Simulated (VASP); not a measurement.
# CdF2 (R-3m) in VASP: single point with PBE

Aim: the single point of CdF2 with PBE.

Everything below comes from runs of VASP 6.6.1. Logs are shortened: lines on timing, memory, paths and dates and some standing lists are left out, and cuts for length are marked.

## Step 1: The cell of the first run

Symmetry: R-3m, No. 166, trigonal system. The conventional cell has a = 3.674 Å, b = 3.674 Å, c = 9.847 Å, α = 90.00°, β = 90.00°, γ = 120.00°. Within 3.0 Å of Cd (site symmetry -3m) lie 8 F at 2.28 to 2.43 Å. Within 3.0 Å of F (site symmetry 3m) lie 4 Cd at 2.28 to 2.43 Å and 6 F at 2.65 to 2.72 Å.

## Step 2: Single point, PBE (epitaxial 111 strain -3.6%)

File INCAR:

```
SYSTEM = CdF2
  PREC = Accurate
  ENCUT = 700
  EDIFF = 1E-6
  ISMEAR = -1
  SIGMA = 0.02
  LREAL = .False.
  LASPH = .True.
  NELM = 120
  ALGO = Normal
  ISIF = 2
  LWAVE = .False.
  LCHARG = .True.
  GGA = PE
  LELF = .True.
  LVHAR = .True.
  NBANDS = 24
  GGA_COMPAT = .False.
```

File KPOINTS:

```
regular mesh
0
Gamma
  8 8 8
  0 0 0
```

File POSCAR:

```
CdF2
1.0
    0.1631095830      2.7611051209      2.7611051209
    2.7611051209      0.1631095830      2.7611051209
    2.7611051209      2.7611051209      0.1631095830
Cd F
1 2
Direct
    0.0000000000      0.0000000000      0.0000000000
    0.2472295944      0.2472295944      0.2472295944
    0.7527704056      0.7527704056      0.7527704056
```

Potentials or basis: VASP PAW PBE potentials, release 64 (Cd_sv_GW, F).

Launch:

```
$ cat potpaw_PBE.64/Cd_sv_GW/POTCAR potpaw_PBE.64/F/POTCAR > POTCAR
$ mpirun -np 1 vasp_std > vasp.out
```

OUTCAR:

```text
SYSTEM = CdF2
   PREC = Accurate
   ENCUT = 700
   EDIFF = 1E-6
   ISMEAR = -1
   LREAL = .False.
   LASPH = .True.
   NELM = 120
   ISIF = 2
   GGA = PE

 ion  position               nearest neighbor table
   1  0.000  0.000  0.000-   3 2.28   3 2.28   3 2.28   2 2.28   2 2.28   2 2.28
   2  0.247  0.247  0.247-   1 2.28   1 2.28   1 2.28
   3  0.753  0.753  0.753-   1 2.28   1 2.28   1 2.28

  LATTYP: Found a trigonal (rhomboedric) cell.
 ALAT       =     3.9081975018
 COS(alpha) =     0.5581002091

  Lattice vectors:

 A1 = (   0.1631095830,   2.7611051209,   2.7611051209)
 A2 = (   2.7611051209,   0.1631095830,   2.7611051209)
 A3 = (   2.7611051209,   2.7611051209,   0.1631095830)

Analysis of symmetry for initial positions (statically):
=====================================================================
 Subroutine PRICEL returns:
 Original cell was already a primitive cell.

 Routine SETGRP: Setting up the symmetry group for a
 trigonal (rhombohedral) supercell.

 Subroutine GETGRP returns: Found 12 space group operations
 (whereof 12 operations were pure point group operations)
 out of a pool of 12 trial point group operations.

The static configuration has the point symmetry D_3d.

Analysis of symmetry for dynamics (positions and initial velocities):
=====================================================================
 Subroutine PRICEL returns:
 Original cell was already a primitive cell.

 Routine SETGRP: Setting up the symmetry group for a
 trigonal (rhombohedral) supercell.

 Subroutine GETGRP returns: Found 12 space group operations
 (whereof 12 operations were pure point group operations)
 out of a pool of 12 trial point group operations.

The dynamic configuration has the point symmetry D_3d.

 Subroutine INISYM returns: Found 12 space group operations
 (whereof 12 operations are pure point group operations),
 and found     1 'primitive' translations

----------------------------------------------------------------------------------------

                                     Primitive cell

  volume of cell :      38.3735

  direct lattice vectors                    reciprocal lattice vectors
     0.163109583  2.761105121  2.761105121    -0.197977554  0.186934577  0.186934577
     2.761105121  0.163109583  2.761105121     0.186934577 -0.197977554  0.186934577
     2.761105121  2.761105121  0.163109583     0.186934577  0.186934577 -0.197977554

  length of vectors
[... 82 lines left out ...]
   ENCUT  =  700.0 eV  51.45 Ry    7.17 a.u.   8.43  8.43  8.43*2*pi/ulx,y,z
   NELM   =    120;   NELMIN=  2; NELMDL= -5     # of ELM steps
   EDIFF  = 0.1E-05   stopping-criterion for ELM
   LREAL  =      F    real-space projection
   EDIFFG = 0.1E-04   stopping-criterion for IOM
   NSW    =      0    number of steps for IOM
   IBRION =     -1    ionic relax: 0-MD 1-quasi-New 2-CG
   NFREE  =      0    steps in history (QN), initial steepest desc. (CG)
   ISIF   =      2    stress and relaxation
   ISYM   =      2    0-nonsym 1-usesym 2-fastsym
   POTIM  = 0.5000    time-step for ionic-motion
   TEBEG  =    0.0;   TEEND  =   0.0 temperature during run
   PSTRESS=    0.0 pullay stress
   NELECT =      34.0000    total number of electrons
   NUPDOWN=      -1.0000    fix difference up-down
   EMIN   =  10.00;   EMAX   =-10.00  energy-range for DOS
   EFERMI =   0.00;   METHOD = LEGACY
   ISMEAR =    -1;   SIGMA  =   0.02  broadening in eV -4-tet -1-fermi 0-gaus
   EFERMI_NEDOS =   21; number of points for ismear=-14 and -15
   IALGO  =     38    algorithm
   IMIX   =      4    mixing-type and parameters
     AMIX     =   0.40;   BMIX     =  1.00
     AMIX_MAG =   1.60;   BMIX_MAG =  1.00
  volume/ion in A,a.u.               =      12.79        86.32
  Fermi-wavevector in a.u.,A,eV,Ry     =   1.572379  2.971365 33.638714  2.472376
  Thomas-Fermi vector in A             =   2.673822
   LORBIT       =      0    0 simple, 1 ext, 2 COOP (PROOUT), +10 PAW based schemes
   GGA     = PE    functional components
   LHFCALC =     F    Hartree Fock is set to
   AEXX    =    0.0000 exact exchange contribution
   IVDW    =     0    specifies the selected vdW correction
   LEPSILON=     F    determine dielectric tensor
   LRPA    =     F    only Hartree local field effects (RPA)
 non-spin polarized calculation
  energy-cutoff  :      700.00
  volume of cell :       38.37
 maximum number of plane-waves:      1629
 NGX is ok and might be reduce to    36
   NGX = 17   NGY = 17   NGZ = 17

 number of electron      34.0000002 magnetization

 Free energy of the ion-electron system (eV)
  ---------------------------------------------------
  ext. energy  EPLUGINS =         0.00000000
  ---------------------------------------------------
  free energy    TOTEN  =       -10.92164659 eV

  energy without entropy =      -10.92164659  energy(sigma->0) =      -10.92164659

 E-fermi :   1.5293     XC(G=0): -10.6596

 val. band max:        0.8222785820   @ k =  -0.2500   0.5000   0.2500
 cond. band min:       3.9955157974   @ k =   0.0000   0.0000   0.0000
 fundamental gap:      3.1732372154
 Fermi energy:         1.5292618590

 k-point     1 :       0.0000    0.0000    0.0000
  band No.  band energies     occupation
      1     -97.5718      2.00000
      2     -58.6827      2.00000
      3     -58.6650      2.00000
      4     -58.6650      2.00000
      5     -20.0937      2.00000
      6     -18.9540      2.00000
[... 637 lines left out ...]
     23      19.6303      0.00000
     24      21.3457      0.00000

 [... further k-points ...]

------------------------ aborting loop because EDIFF is reached ----------------------------------------

  FORCE on cell =-STRESS in cart. coord.  units (eV):
  Direction    XX          YY          ZZ          XY          YZ          ZX
  --------------------------------------------------------------------------------------
  -------------------------------------------------------------------------------------
  Total        1.8905583      1.8905583      1.8905583     -0.3271062     -0.3271062     -0.3271062
  in kB       78.9348785     78.9348785     78.9348785    -13.6573900    -13.6573900    -13.6573900
  external PRESSURE =      78.9348785 kB  Pullay stress =       0.0000000 kB

 VOLUME and BASIS-vectors are now :
 -----------------------------------------------------------------------------
  energy-cutoff  :      700.00
  volume of cell :       38.37
      direct lattice vectors                 reciprocal lattice vectors
     0.163109583  2.761105121  2.761105121    -0.197977554  0.186934577  0.186934577
     2.761105121  0.163109583  2.761105121     0.186934577 -0.197977554  0.186934577
     2.761105121  2.761105121  0.163109583     0.186934577  0.186934577 -0.197977554

 POSITION                                       TOTAL-FORCE (eV/Angst)
 -----------------------------------------------------------------------------------
      0.00000      0.00000      0.00000         0.000000     -0.000000      0.000000
      1.40558      1.40558      1.40558        -0.022861     -0.022861     -0.022861
      4.27974      4.27974      4.27974         0.022861      0.022861      0.022861
 -----------------------------------------------------------------------------------
    total drift:                                0.000000      0.000000     -0.000000

  FREE ENERGIE OF THE ION-ELECTRON SYSTEM (eV)
  ---------------------------------------------------
  free  energy   TOTEN  =       -10.9216465932 eV

  energy  without entropy=      -10.9216465932  energy(sigma->0) =      -10.92164659
```

OSZICAR:

```text
N       E                     dE             d eps       ncg     rms          rms(c)
DAV:   1     0.676075411600E+03    0.67608E+03   -0.23040E+04  3152   0.236E+03
DAV:   2     0.515226394977E+02   -0.62455E+03   -0.56668E+03  3144   0.714E+02
DAV:   3    -0.104506683769E+02   -0.61973E+02   -0.60978E+02  4696   0.247E+02
DAV:   4    -0.125036099926E+02   -0.20529E+01   -0.20522E+01  3528   0.484E+01
DAV:   5    -0.125819459828E+02   -0.78336E-01   -0.78333E-01  4688   0.995E+00    0.131E+01
DAV:   6    -0.109220917830E+02    0.16599E+01   -0.38532E+00  4640   0.481E+01    0.109E+01
DAV:   7    -0.109319047717E+02   -0.98130E-02   -0.46542E-01  3280   0.705E+00    0.720E+00
DAV:   8    -0.109307712971E+02    0.11335E-02   -0.13650E-01  4336   0.658E+00    0.143E+00
DAV:   9    -0.109213948169E+02    0.93765E-02   -0.35117E-02  4824   0.461E+00    0.233E-01
DAV:  10    -0.109215894702E+02   -0.19465E-03   -0.23938E-03  3776   0.565E-01    0.181E-01
DAV:  11    -0.109216392217E+02   -0.49752E-04   -0.27097E-04  4648   0.473E-01    0.329E-02
DAV:  12    -0.109216424046E+02   -0.31829E-05   -0.32182E-05  4136   0.558E-02    0.684E-03
DAV:  13    -0.109216467340E+02   -0.43294E-05   -0.47514E-06  3408   0.201E-02    0.177E-03
DAV:  14    -0.109216465932E+02    0.14077E-06   -0.13811E-07  2936   0.175E-02
   1 F= -.10921647E+02 E0= -.10921647E+02  d E =-.949478E-17
```

stdout:

```text
POSCAR found type information on POSCAR CdF
 POSCAR found :  2 types and       3 ions
 scaLAPACK will be used
 LDA part: xc-table for (Slater+PW92), standard interpolation
 POSCAR, INCAR and KPOINTS ok, starting setup
 FFT: planning ... GRIDC
 FFT: planning ... GRID_SOFT
 FFT: planning ... GRID
 WAVECAR not read
 entering main loop
```

It took 1.7 min on 1 thread of Intel Xeon Platinum 8259CL at 2.50GHz (Skylake/Cascade Lake), shared host; peak memory 0.27 GiB.

Results:

```
Free energy            : -10.9216 eV
Pressure               : 7.9 GPa
Largest force          : 0.040 eV/Å
Band gap on the k mesh : 3.17 eV (least direct gap 3.54 eV)
```

Forces on the atoms (eV/Å):
```
Cd   0.000  0.000  0.000
F   -0.023 -0.023 -0.023
F    0.023  0.023  0.023
```

Stress tensor (GPa, compression positive):
```
 7.89 -1.37 -1.37
-1.37  7.89 -1.37
-1.37 -1.37  7.89
```

Levels at points of the mesh, in eV from the valence-band top:
```csv
k point,band 14,band 15,band 16,band 17,band 18,band 19,band 20,band 21
"(0.00, 0.00, 0.00)",-0.88,-0.74,-0.37,-0.37,3.17,11.79,13.40,13.40
"(0.50, 0.00, 0.00)",-1.93,-1.90,-0.49,-0.40,7.47,9.34,14.15,14.96
"(0.50, 0.50, 0.00)",-2.95,-0.58,-0.16,-0.01,8.20,9.75,12.02,13.95
"(0.50, 0.50, 0.50)",-1.90,-1.90,-0.21,-0.21,6.96,8.87,15.15,15.15
```

Caveat: the cell differs from its parent crystal (epitaxial 111 strain -3.6%); the cell stands under pressure. A k mesh can miss the band edges.
